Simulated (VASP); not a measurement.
Set up this calculation in VASP 6.6.1, as the native input.

- Task: single point
- Functional: LDA
- Potentials or basis: VASP PAW LDA potentials, release 64 (S, Na_pv)
- Cutoff: 500 eV
- k mesh: 7 × 7 × 7
- Occupations: fermi-dirac, width 0.05 eV
- Spin: no spin polarisation
- Dipole correction: no
- Further INCAR settings: ALGO = Normal; EDIFF = 1e-06; NBANDS = 17

The structure of Na2S lies in POSCAR:

```
Na2S
1.0
    0.0000000000      3.2735000000      3.2735000000
    3.2735000000      0.0000000000      3.2735000000
    3.2735000000      3.2735000000      0.0000000000
S Na
1 2
Direct
    0.0000000000      0.0000000000      0.0000000000
    0.7500000000      0.7500000000      0.7500000000
    0.2500000000      0.2500000000      0.2500000000
```

These files were run (other wordings do the same):

INCAR

```
ALGO = Normal
EDIFF = 1E-6
ENCUT = 500
GGA = CA
GGA_COMPAT = F
ISIF = 2
ISMEAR = -1
LASPH = T
LCHARG = F
LREAL = F
LWAVE = F
NBANDS = 17
NELM = 120
PREC = Accurate
SIGMA = 0.05
```

KPOINTS

```
k-points
0
Gamma
  7 7 7
```

Potentials or basis: VASP PAW LDA potentials, release 64 (S, Na_pv).

Command:

```console
$ cat potpaw_LDA.64/S/POTCAR potpaw_LDA.64/Na_pv/POTCAR > POTCAR
$ mpirun -np 1 vasp_std > vasp.out
```

Results of the run:

The pressure is -2.2 GPa and the band gap on the k mesh is 2.24 eV.

It took 8.7 s on 1 thread of Intel(R) Xeon(R) 6975P-C (Granite Rapids) (shared host), peak memory 0.16 GiB.
